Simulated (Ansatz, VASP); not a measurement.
## Ca in VASP and in Ansatz

```
Ca
1.0
     0.00000    2.76265    2.76265
     2.76265    0.00000    2.76265
     2.76265    2.76265    0.00000
Ca
1
Direct
  0.00000 0.00000 0.00000
```

Alike in both runs: task single point; functional revPBE; k mesh 16 × 16 × 16; occupations fermi-dirac, width 0.1 eV; no spin polarisation.

|  | VASP | Ansatz |
| --- | --- | --- |
| version | VASP 6.6.1 | Ansatz 0.2.0 |
| potentials or method | VASP PAW PBE potentials, release 64 (Ca_sv), cutoff 520 eV | plane waves (420 eV) with PAW, scalar-relativistic |
| valence electrons in the cell | 10 | 10 |

```tsv
	VASP	Ansatz	Ansatz less VASP
pressure (GPa)	0.7	0.7	-0.01
```

VASP's potentials were made for PBE, not for revPBE.
